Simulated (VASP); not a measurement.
Crystal: Ir.

```
CELL_PARAMETERS angstrom
2.70524 0.00000 0.00000
-1.35262 2.34281 0.00000
0.00000 0.00000 4.38624
ATOMIC_POSITIONS crystal
Ir 0.66667 0.33333 0.75000
Ir 0.33333 0.66667 0.25000
```

Base run:

* Program: VASP 6.6.1
* Functional: LDA
* Potentials or basis: VASP PAW LDA potentials, release 64 (Ir)
* Cutoff: 520 eV
* k mesh: 21 × 21 × 12
* Occupations: gaussian, width 0.15 eV
* Spin: collinear spin, ferromagnetic start
* Starting moments: [0.2, 0.2] μB
* Fixed moment: 0.4 μB

Its results: pressure 3.1 GPa; site moments Ir +0.19 μB.

Problem. The run is repeated on the same cell with these changes: fixed moment from 0.4 μB to 0.6 μB; moments at the start from [0.2, 0.2] to [0.3, 0.3]. What comes out?

Solution. Pressure 3.5 GPa; site moments Ir +0.29 μB.

Caveats: the total moment is fixed, so each spin has its own Fermi level.
